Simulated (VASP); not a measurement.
Wanted: the native input for a VASP 6.6.1 run.

```
Task                   : relaxation of shape and atoms at fixed volume
Functional             : PBE
Potentials or basis    : VASP PAW PBE potentials, release 64 (Hf_pv)
Cutoff                 : 600 eV
k mesh                 : 18 × 18 × 8
Occupations            : gaussian, width 0.1 eV
Spin                   : no spin polarisation
Dipole correction      : no
Further INCAR settings : ALGO = Fast; EDIFF = 1e-07; IBRION = 2; EDIFFG = -0.01; NSW = 50; ISIF = 4
```

The structure of Hf lies in POSCAR:

```
Hf
1.0
    3.1370852088      0.0000000000      0.0000000000
   -1.5685426044      2.7167954847      0.0000000000
    0.0000000000      0.0000000000      4.9707625236
Hf
2
Direct
    0.3333333333      0.6666666667      0.2500000000
    0.6666666667      0.3333333333      0.7500000000
```

One way to write it, as run:

INCAR

```
SYSTEM = Hf
  ALGO = Fast
  EDIFF = 1E-7
  EDIFFG = -0.01
  ENCUT = 600
  GGA = PE
  IBRION = 2
  ISIF = 4
  ISMEAR = 0
  LASPH = .TRUE.
  LCHARG = .FALSE.
  LREAL = .FALSE.
  LWAVE = .FALSE.
  NELM = 60
  NSW = 50
  PREC = Accurate
  SIGMA = 0.1
```

KPOINTS

```
k-points
0
G
  18 18 8
  0 0 0
```

Potentials or basis: VASP PAW PBE potentials, release 64 (Hf_pv).

Launch:

```bash
$ cat potpaw_PBE.64/Hf_pv/POTCAR > POTCAR
$ mpirun -np 1 vasp_std > vasp.out
```

Results of the run:

| Item | Value |
| --- | --- |
| Pressure after relaxing | 6.9 GPa |
| Band gap on the k mesh | zero (bands 10 and 11 overlap by 1.58 eV) |

Caveat: the relaxation stopped at its first step, so nothing moved; spin-orbit coupling is left out, which moves the levels of the heavy elements.

It took 4.1 min on 1 thread of Intel Xeon 8259CL, on a shared host, peak memory 0.27 GiB.
